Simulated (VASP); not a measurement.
# ReS2 in VASP: a series of runs, part 2 of 2

VASP 6.6.1.

## 3. Single point, LDA

This run uses another cell than the first one.

The input, INCAR:

```
ALGO = Normal ; EDIFF = 1E-6
ENCUT = 520 ; ISIF = 2
ISMEAR = 0 ; LASPH = T
LCHARG = F ; LREAL = Auto
LWAVE = F ; NBANDS = 94
NELM = 80 ; PREC = Accurate
SIGMA = 0.01
```

The input, KPOINTS:

```
k-points
0
Gamma
  4 4 1
```

The input, POSCAR:

```
ReS2
1.0
    6.3355089393      0.0000000000      0.0000000000
    3.1112149501      5.6366336777      0.0000000000
    0.0000000000      0.0000000000     23.0000000000
Re S
8 16
Direct
    0.1217509518      0.2112687337      0.3653067994
    0.2450136531      0.5872257259      0.3694618331
    0.6948876457      0.1860222256      0.3668415341
    0.6718826780      0.6124710129      0.3679249952
    0.4550842851      0.5446020670      0.6305241907
    0.5783469864      0.9205590592      0.6346792244
    1.0282209790      0.5193555589      0.6320589254
    1.0052160113      0.9458043462      0.6331423865
    0.8663834063      0.8035865928      0.3158850369
    0.3307780708      0.8320972237      0.3087007631
    0.0360291291      0.9663328396      0.4260844165
    0.0008929480      0.5029257807      0.4351155771
    0.5003993430      0.9948860370      0.4188878189
    0.8301116125      0.3387288555      0.2918739789
    0.5366324604      0.4597124372      0.4429240769
    0.3658437923      0.2955096511      0.2996888219
    1.1997167396      1.1369199261      0.5811024282
    0.6641114041      1.1654305570      0.5739181545
    0.3693624624      1.2996661729      0.6913018078
    0.3342262813      0.8362591140      0.7003329684
    0.8337326763      1.3282193703      0.6841052102
    1.1634449458      0.6720621888      0.5570913702
    0.8699657937      0.7930457705      0.7081414682
    0.6991771256      0.6288429844      0.5649062132
```

Potentials or basis: VASP PAW LDA potentials, release 64 (Re, S).

On the command line:

```sh
> cat potpaw_LDA.64/Re/POTCAR potpaw_LDA.64/S/POTCAR > POTCAR
> mpirun -np 1 vasp_std > vasp.out
```

OUTCAR:

```text
EDIFF = 1E-6
   ENCUT = 520
   ISIF = 2
   ISMEAR = 0
   LASPH = T
   LREAL = Auto
   NELM = 80
   PREC = Accurate

 ion  position               nearest neighbor table
   1  0.122  0.211  0.365-  12 2.30  14 2.34  11 2.36  16 2.40  13 2.45  10 2.51   4 2.77   3 2.79
                             2 2.88
   2  0.245  0.587  0.369-  16 2.30  15 2.34  10 2.36  12 2.40   9 2.45  11 2.51   3 2.77   4 2.79
                             1 2.88
   3  0.695  0.186  0.367-  15 2.34  14 2.34  11 2.36  16 2.41  13 2.44   9 2.46   4 2.68   2 2.77
                             1 2.79
   4  0.672  0.612  0.368-  14 2.34  15 2.34  10 2.36  12 2.41   9 2.44  13 2.46   3 2.68   1 2.77
                             2 2.79
   5  0.455  0.545  0.631-  20 2.30  22 2.34  19 2.36  24 2.40  21 2.45  18 2.51   8 2.77   7 2.79
                             6 2.88
   6  0.578  0.921  0.635-  24 2.30  23 2.34  18 2.36  20 2.40  17 2.45  19 2.51   7 2.77   8 2.79
                             5 2.88
   7  0.028  0.519  0.632-  23 2.34  22 2.34  19 2.36  24 2.41  21 2.44  17 2.46   8 2.68   6 2.77
                             5 2.79
   8  0.005  0.946  0.633-  22 2.34  23 2.34  18 2.36  20 2.41  17 2.44  21 2.46   7 2.68   5 2.77
                             6 2.79
   9  0.866  0.804  0.316-   4 2.44   2 2.45   3 2.46
  10  0.331  0.832  0.309-   2 2.36   4 2.36   1 2.51
  11  0.036  0.966  0.426-   1 2.36   3 2.36   2 2.51
  12  0.001  0.503  0.435-   1 2.30   2 2.40   4 2.41
  13  0.500  0.995  0.419-   3 2.44   1 2.45   4 2.46
  14  0.830  0.339  0.292-   4 2.34   1 2.34   3 2.34
[... 8 lines left out ...]
  23  0.870  0.793  0.708-   7 2.34   6 2.34   8 2.34
  24  0.699  0.629  0.565-   6 2.30   5 2.40   7 2.41

  LATTYP: Found a simple monoclinic cell.
 ALAT       =     6.3355089393
 B/A-ratio  =     3.6303318676
 C/A-ratio  =     1.0162195780
 COS(beta)  =    -0.4832378589

  Lattice vectors:

 A1 = (   6.3355089393,   0.0000000000,   0.0000000000)
 A2 = (   0.0000000000,   0.0000000000,  23.0000000000)
 A3 = (  -3.1112149501,  -5.6366336777,   0.0000000000)

Analysis of symmetry for initial positions (statically):
=====================================================================
 Subroutine PRICEL returns:
 Original cell was already a primitive cell.
[... 179 lines left out ...]
   IVDW    =     0    specifies the selected vdW correction
   LEPSILON=     F    determine dielectric tensor
   LRPA    =     F    only Hartree local field effects (RPA)
 non-spin polarized calculation
 Gauss-broadening in eV      SIGMA  =   0.01
  energy-cutoff  :      520.00
  volume of cell :      821.35
 maximum number of plane-waves:     22144
   NGX = 23   NGY = 23   NGZ = 85

 number of electron     151.9999999 magnetization

 Free energy of the ion-electron system (eV)
  ---------------------------------------------------
  ext. energy  EPLUGINS =         0.00000000
  ---------------------------------------------------
  free energy    TOTEN  =      -199.96280118 eV

  energy without entropy =     -199.96280118  energy(sigma->0) =     -199.96280118

 E-fermi :   0.0735     XC(G=0):  -6.2092

 val. band max:       -0.0122277741   @ k =   0.0000   0.0000   0.0000
 cond. band min:       1.3573226154   @ k =   0.0000   0.0000   0.0000
 fundamental gap:      1.3695503895
 Fermi energy:         0.0735233549

 k-point     1 :       0.0000    0.0000    0.0000
  band No.  band energies     occupation
      1     -14.9319      2.00000
      2     -14.8270      2.00000
      3     -13.5310      2.00000
      4     -13.3515      2.00000
      5     -13.0634      2.00000
      6     -13.0235      2.00000
[... 899 lines left out ...]
     87       2.4204      0.00000
     88       2.5403      0.00000
 [bands above 88 left out]

------------------------ aborting loop because EDIFF is reached ----------------------------------------

  FORCE on cell =-STRESS in cart. coord.  units (eV):
  Direction    XX          YY          ZZ          XY          YZ          ZX
  --------------------------------------------------------------------------------------
  -------------------------------------------------------------------------------------
  Total       -5.2485930     -4.0489351     -2.5535639     -0.3880435     -0.4609584      0.3433063
  in kB      -10.2382168     -7.8980930     -4.9811332     -0.7569406     -0.8991728      0.6696737
  external PRESSURE =      -7.7058143 kB  Pullay stress =       0.0000000 kB

 VOLUME and BASIS-vectors are now :
 -----------------------------------------------------------------------------
  energy-cutoff  :      520.00
  volume of cell :      821.35
      direct lattice vectors                 reciprocal lattice vectors
     6.335508939  0.000000000  0.000000000     0.157840516 -0.087122173  0.000000000
     3.111214950  5.636633678  0.000000000     0.000000000  0.177410855  0.000000000
     0.000000000  0.000000000 23.000000000     0.000000000  0.000000000  0.043478261

 POSITION                                       TOTAL-FORCE (eV/Angst)
 -----------------------------------------------------------------------------------
      1.42866      1.19084      8.40206         0.133377     -0.030445     -0.124870
      3.37927      3.30998      8.49762        -0.134044      0.032175      0.127536
      4.98122      1.04854      8.43736        -0.107124     -0.138066     -0.028167
      6.16225      3.45227      8.46227         0.088637      0.141139      0.043049
      4.57756      3.06972     14.50206         0.137134     -0.039540     -0.107909
      6.52818      5.18885     14.59762        -0.135703      0.026451      0.141041
[... 16 lines left out ...]
      7.97901      4.47011     16.28725         0.051272     -0.043568     -0.076027
      6.38611      3.54456     12.99284         0.037892     -0.051481      0.101966
 -----------------------------------------------------------------------------------
    total drift:                                0.005816      0.005301     -0.003459

  FREE ENERGIE OF THE ION-ELECTRON SYSTEM (eV)
  ---------------------------------------------------
  free  energy   TOTEN  =      -199.9628011802 eV

  energy  without entropy=     -199.9628011802  energy(sigma->0) =     -199.96280118
```

stdout:

```text
POSCAR found type information on POSCAR ReS
 POSCAR found :  2 types and      24 ions
 scaLAPACK will be used
 LDA part: xc-table for (Slater(with rela. corr.)+CA(PZ))
 , standard interpolation
 POSCAR, INCAR and KPOINTS ok, starting setup
 FFT: planning ... GRIDC
 FFT: planning ... GRID_SOFT
 FFT: planning ... GRID
 WAVECAR not read
 entering main loop
```

It took 81 min on 1 thread of Oxide Virtual Turin-like, shared host; peak memory 0.82 GiB.

Results:

* Free energy: -199.9628 eV
* Largest force: 0.217 eV/Å
* Band gap on the k mesh: 1.37 eV

Forces in eV/Å, atoms in the order of the input:
```
Re   0.133 -0.030 -0.125
Re  -0.134  0.032  0.128
Re  -0.107 -0.138 -0.028
Re   0.089  0.141  0.043
Re   0.137 -0.040 -0.108
Re  -0.136  0.026  0.141
Re  -0.093 -0.149 -0.027
Re   0.107  0.134  0.049
S    0.024  0.002  0.193
S   -0.039  0.169  0.131
S    0.042 -0.133 -0.139
S   -0.035  0.054 -0.116
S   -0.024 -0.010 -0.165
S   -0.047  0.048  0.061
S    0.040 -0.074 -0.116
S    0.031 -0.106  0.062
S    0.023  0.011  0.163
S   -0.045  0.139  0.133
S    0.036 -0.162 -0.137
S   -0.027  0.106 -0.076
S   -0.027 -0.002 -0.194
S   -0.037  0.078  0.102
S    0.051 -0.044 -0.076
S    0.038 -0.051  0.102
```

Caveat: spin-orbit coupling is left out, which moves the levels of the heavy elements.
